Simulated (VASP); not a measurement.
# SrTe (Fm-3m) in VASP: settings compared, part 3 of 3

VASP 6.6.1. The steps go on from the part before.

## 4. Single point, PBE+D3(BJ) (36.26 Å³/atom)

This run uses another cell than the first one, of 36.26 Å³/atom.

INCAR

```
SYSTEM = SrTe
ALGO = Normal
EDIFF = 1E-6
ENCUT = 500
GGA = PE
GGA_COMPAT = .FALSE.
ISIF = 2
ISMEAR = 0
IVDW = 12
LASPH = .TRUE.
LCHARG = .FALSE.
LREAL = .FALSE.
LWAVE = .FALSE.
NBANDS = 15
NELM = 120
PREC = Accurate
SIGMA = 0.05
```

KPOINTS

```
k-points
0
G
  6 6 6
  0 0 0
```

POSCAR

```
SrTe
1.0
    0.0000000000      3.3099118101      3.3099118101
    3.3099118101      0.0000000000      3.3099118101
    3.3099118101      3.3099118101      0.0000000000
Sr Te
1 1
Direct
    0.5000000000      0.5000000000      0.5000000000
    0.0000000000      0.0000000000      0.0000000000
```

Potentials or basis: VASP PAW PBE potentials, release 64 (Sr_sv, Te).

On the command line:

```
$ cat potpaw_PBE.64/Sr_sv/POTCAR potpaw_PBE.64/Te/POTCAR > POTCAR
$ mpirun -np 1 vasp_std > vasp.out
```

OUTCAR:

```text
SYSTEM = SrTe
   EDIFF = 1E-6
   ENCUT = 500
   GGA = PE
   ISIF = 2
   ISMEAR = 0
   IVDW = 12
   LASPH = .TRUE.
   LREAL = .FALSE.
   NELM = 120
   PREC = Accurate
 IVDW          = 12

 ion  position               nearest neighbor table
   1  0.500  0.500  0.500-   2 3.31   2 3.31   2 3.31   2 3.31   2 3.31   2 3.31
   2  0.000  0.000  0.000-   1 3.31   1 3.31   1 3.31   1 3.31   1 3.31   1 3.31

  LATTYP: Found a face centered cubic cell.
 ALAT       =     6.6198236202

  Lattice vectors:

 A1 = (   0.0000000000,   3.3099118101,   3.3099118101)
 A2 = (   3.3099118101,   0.0000000000,   3.3099118101)
 A3 = (   3.3099118101,   3.3099118101,   0.0000000000)

Analysis of symmetry for initial positions (statically):
=====================================================================
 Subroutine PRICEL returns:
 Original cell was already a primitive cell.

 Routine SETGRP: Setting up the symmetry group for a
 face centered cubic supercell.

 Subroutine GETGRP returns: Found 48 space group operations
 (whereof 48 operations were pure point group operations)
 out of a pool of 48 trial point group operations.

The static configuration has the point symmetry O_h .

Analysis of symmetry for dynamics (positions and initial velocities):
[... 168 lines left out ...]
      9       5.9231      0.00000
     10       6.2390      0.00000
     11       6.2390      0.00000
     12       6.2390      0.00000
     13       6.9062      0.00000
     14       6.9062      0.00000
[... 257 lines left out ...]
      2     -13.7252      2.00000
      3     -13.6974      2.00000
      4     -13.6906      2.00000
      5      -6.4996      2.00000
      6       1.1445      2.00000
      7       1.6025      2.00000
      8       1.6960      2.00000
      9       5.8321      0.00000
     10       7.4380      0.00000
     11       8.0340      0.00000
     12       8.7444      0.00000
     13       9.2019      0.00000
     14       9.5187      0.00000
     15      11.5866      0.00000

------------------------ aborting loop because EDIFF is reached ----------------------------------------

 Edisp (eV)   -0.69003

 E8    (eV) :    -0.3451

  FORCE on cell =-STRESS in cart. coord.  units (eV):
  Direction    XX          YY          ZZ          XY          YZ          ZX
  --------------------------------------------------------------------------------------
  -------------------------------------------------------------------------------------
  Total       0.03088     0.03088     0.03088     0.00000     0.00000    -0.00000
  in kB       0.68222     0.68222     0.68222     0.00000     0.00000    -0.00000
  external pressure =        0.68 kB  Pullay stress =        0.00 kB

 VOLUME and BASIS-vectors are now :
 -----------------------------------------------------------------------------
  energy-cutoff  :      500.00
  volume of cell :       72.52
      direct lattice vectors                 reciprocal lattice vectors
     0.000000000  3.309911810  3.309911810    -0.151061427  0.151061427  0.151061427
     3.309911810  0.000000000  3.309911810     0.151061427 -0.151061427  0.151061427
     3.309911810  3.309911810  0.000000000     0.151061427  0.151061427 -0.151061427

 POSITION                                       TOTAL-FORCE (eV/Angst)
 -----------------------------------------------------------------------------------
      3.30991      3.30991      3.30991         0.000000     -0.000000      0.000000
      0.00000      0.00000      0.00000        -0.000000      0.000000     -0.000000
 -----------------------------------------------------------------------------------
    total drift:                                0.000000      0.000000      0.000000

  FREE ENERGIE OF THE ION-ELECTRON SYSTEM (eV)
  ---------------------------------------------------
  free  energy   TOTEN  =        -8.9400859168 eV

  energy  without entropy=       -8.9400859168  energy(sigma->0) =       -8.94008592
```

OSZICAR:

```text
N       E                     dE             d eps       ncg     rms          rms(c)
DAV:   1     0.642152388182E+02    0.64215E+02   -0.66713E+03   480   0.862E+02
DAV:   2    -0.385065506327E+01   -0.68066E+02   -0.64399E+02   636   0.188E+02
DAV:   3    -0.824471621836E+01   -0.43941E+01   -0.43736E+01   835   0.373E+01
DAV:   4    -0.833382156023E+01   -0.89105E-01   -0.89079E-01   602   0.476E+00
DAV:   5    -0.833639306365E+01   -0.25715E-02   -0.25714E-02   730   0.701E-01    0.157E+01
DAV:   6    -0.824540048450E+01    0.90993E-01   -0.12179E-01   578   0.204E+00    0.932E+00
DAV:   7    -0.824984671277E+01   -0.44462E-02   -0.15688E-01   614   0.252E+00    0.102E+00
DAV:   8    -0.824968264095E+01    0.16407E-03   -0.18556E-02   508   0.659E-01    0.386E-01
DAV:   9    -0.824983708165E+01   -0.15444E-03   -0.81789E-04   613   0.195E-01    0.170E-01
DAV:  10    -0.825003829080E+01   -0.20121E-03   -0.14682E-04   543   0.720E-02    0.435E-02
DAV:  11    -0.825005588308E+01   -0.17592E-04   -0.15488E-05   593   0.215E-02    0.346E-02
DAV:  12    -0.825005679265E+01   -0.90957E-06   -0.63072E-06   578   0.124E-02
   1 F= -.89400859E+01 E0= -.89400859E+01  d E =-.621008E-14
```

Wall time 29 s (1 thread of Intel Xeon 8259CL, shared host); peak memory 0.21 GiB.

What came out:

```
Free energy                : -8.9401 eV
Pressure                   : 0.1 GPa
Band gap on the k mesh     : 1.64 eV (least direct gap 2.40 eV)
Dispersion energy per atom : -0.345 eV
```

Levels at points of the mesh, in eV from the valence-band top:
```csv
k point,band 6,band 7,band 8,band 9,band 10,band 11
"(0.00, 0.00, 0.00)",0.00,0.00,0.00,2.93,3.25,3.25
"(0.50, 0.00, 0.00)",-2.91,-1.15,-1.15,3.89,5.20,5.37
"(0.50, 0.50, 0.00)",-2.02,-0.76,-0.76,1.64,3.96,4.84
```

Caveat: spin-orbit coupling is left out, which moves the levels of the heavy elements. A k mesh can miss the band edges.

## 5. Single point, PBE+D3(BJ) (35.54 Å³/atom)

This run uses another cell than the first one, of 35.54 Å³/atom.

INCAR

```
  PREC = Accurate
  ENCUT = 500
  EDIFF = 1E-6
  ISMEAR = 0
  SIGMA = 0.05
  LREAL = False
  LASPH = True
  NELM = 120
  ALGO = Normal
  ISIF = 2
  LWAVE = False
  LCHARG = True
  GGA = PE
  IVDW = 12
  LELF = True
  LVHAR = True
  NBANDS = 15
  GGA_COMPAT = False
```

KPOINTS

```
regular mesh
0
Gamma
  6 6 6
```

POSCAR

```
SrTe
1.0
    0.0000000000      3.2876969675      3.2876969675
    3.2876969675      0.0000000000      3.2876969675
    3.2876969675      3.2876969675      0.0000000000
Sr Te
1 1
Direct
    0.5000000000      0.5000000000      0.5000000000
    0.0000000000      0.0000000000      0.0000000000
```

Potentials or basis: VASP PAW PBE potentials, release 64 (Sr_sv, Te).

On the command line:

```
$ cat potpaw_PBE.64/Sr_sv/POTCAR potpaw_PBE.64/Te/POTCAR > POTCAR
$ mpirun -np 1 vasp_std > vasp.out
```

OUTCAR:

```text
PREC = Accurate
   ENCUT = 500
   EDIFF = 1E-6
   ISMEAR = 0
   LREAL = False
   LASPH = True
   NELM = 120
   ISIF = 2
   GGA = PE
   IVDW = 12
 IVDW          = 12

 ion  position               nearest neighbor table
   1  0.500  0.500  0.500-   2 3.29   2 3.29   2 3.29   2 3.29   2 3.29   2 3.29
   2  0.000  0.000  0.000-   1 3.29   1 3.29   1 3.29   1 3.29   1 3.29   1 3.29

  LATTYP: Found a face centered cubic cell.
 ALAT       =     6.5753939350

  Lattice vectors:

 A1 = (   0.0000000000,   3.2876969675,   3.2876969675)
 A2 = (   3.2876969675,   0.0000000000,   3.2876969675)
 A3 = (   3.2876969675,   3.2876969675,   0.0000000000)
[... 463 lines left out ...]

 Edisp (eV)   -0.70495

 E8    (eV) :    -0.3525

  FORCE on cell =-STRESS in cart. coord.  units (eV):
  Direction    XX          YY          ZZ          XY          YZ          ZX
  --------------------------------------------------------------------------------------
  -------------------------------------------------------------------------------------
  Total       0.36941     0.36941     0.36941     0.00000     0.00000     0.00000
  in kB       8.32752     8.32752     8.32752     0.00000     0.00000     0.00000
  external pressure =        8.33 kB  Pullay stress =        0.00 kB

 VOLUME and BASIS-vectors are now :
 -----------------------------------------------------------------------------
  energy-cutoff  :      500.00
  volume of cell :       71.07
      direct lattice vectors                 reciprocal lattice vectors
     0.000000000  3.287696968  3.287696968    -0.152082143  0.152082143  0.152082143
     3.287696968  0.000000000  3.287696968     0.152082143 -0.152082143  0.152082143
     3.287696968  3.287696968  0.000000000     0.152082143  0.152082143 -0.152082143

 POSITION                                       TOTAL-FORCE (eV/Angst)
 -----------------------------------------------------------------------------------
      3.28770      3.28770      3.28770         0.000000      0.000000      0.000000
      0.00000      0.00000      0.00000        -0.000000     -0.000000     -0.000000
 -----------------------------------------------------------------------------------
    total drift:                                0.000000      0.000000      0.000000

  FREE ENERGIE OF THE ION-ELECTRON SYSTEM (eV)
  ---------------------------------------------------
  free  energy   TOTEN  =        -8.9359266854 eV

  energy  without entropy=       -8.9359266854  energy(sigma->0) =       -8.93592669
```

OSZICAR:

```text
N       E                     dE             d eps       ncg     rms          rms(c)
DAV:   1     0.658373201243E+02    0.65837E+02   -0.67154E+03   480   0.870E+02
DAV:   2    -0.344213441218E+01   -0.69279E+02   -0.65483E+02   670   0.190E+02
DAV:   3    -0.825079228093E+01   -0.48087E+01   -0.47890E+01   838   0.385E+01
DAV:   4    -0.831184940122E+01   -0.61057E-01   -0.61048E-01   607   0.427E+00
DAV:   5    -0.831374907927E+01   -0.18997E-02   -0.18996E-02   732   0.576E-01    0.163E+01
DAV:   6    -0.822681307033E+01    0.86936E-01   -0.11482E-01   599   0.201E+00    0.970E+00
DAV:   7    -0.823077721806E+01   -0.39641E-02   -0.15011E-01   599   0.250E+00    0.976E-01
DAV:   8    -0.823061036416E+01    0.16685E-03   -0.18492E-02   501   0.657E-01    0.380E-01
DAV:   9    -0.823077854570E+01   -0.16818E-03   -0.78380E-04   627   0.193E-01    0.166E-01
DAV:  10    -0.823096213557E+01   -0.18359E-03   -0.13283E-04   522   0.696E-02    0.472E-02
DAV:  11    -0.823097693824E+01   -0.14803E-04   -0.12122E-05   670   0.195E-02    0.301E-02
DAV:  12    -0.823097826894E+01   -0.13307E-05   -0.60374E-06   571   0.124E-02    0.153E-02
DAV:  13    -0.823097854462E+01   -0.27568E-06   -0.16186E-07   380   0.244E-03
   1 F= -.89359267E+01 E0= -.89359267E+01  d E =-.124817E-11
```

stdout:

```text
POSCAR found type information on POSCAR SrTe
 POSCAR found :  2 types and       2 ions
 scaLAPACK will be used
 LDA part: xc-table for (Slater+PW92), standard interpolation
 POSCAR, INCAR and KPOINTS ok, starting setup
 FFT: planning ... GRIDC
 FFT: planning ... GRID_SOFT
 FFT: planning ... GRID
 WAVECAR not read
 entering main loop
```

It took 29 s on 1 thread of Intel Xeon 8259CL, shared host; peak memory 0.22 GiB.

Results:

| Property | Result |
| --- | --- |
| Free energy | -8.9359 eV |
| Pressure | 0.8 GPa |
| Band gap on the k mesh | 1.59 eV (least direct gap 2.36 eV) |
| Dispersion energy per atom | -0.352 eV |

Caveat: spin-orbit coupling is left out, which moves the levels of the heavy elements. A k mesh can miss the band edges.

## 6. The runs side by side

| level | cell | smearing | gap on the mesh (eV) | pressure (GPa) |
| --- | --- | --- | --- | --- |
| PBE | a = 4.575 Å, angles 60.0°, 2 atoms | methfessel-paxton 0.025 eV | 1.44 | 4.8 |
| BLYP | a = 4.644 Å, angles 60.0°, 2 atoms | gaussian 0.05 eV | 1.72 | 4.8 |
| PBE+D3(BJ) | a = 4.681 Å, angles 60.0°, 2 atoms | gaussian 0.05 eV | 1.64 | 0.1 |
| PBE+D3(BJ) | a = 4.650 Å, angles 60.0°, 2 atoms | gaussian 0.05 eV | 1.59 | 0.8 |

Alike in all rows: task single point; potentials or basis VASP PAW PBE potentials, release 64 (Sr_sv, Te); no spin polarisation; k mesh 6 × 6 × 6; cutoff (eV) 500.

Caveats: spin-orbit coupling is left out, which moves the levels of the heavy elements; the cell stands under pressure (at least some runs); the PAW data sets were made with another functional, which shifts forces and pressure a little (at least some runs).

Absolute energies hang on the potentials; compare differences alone.
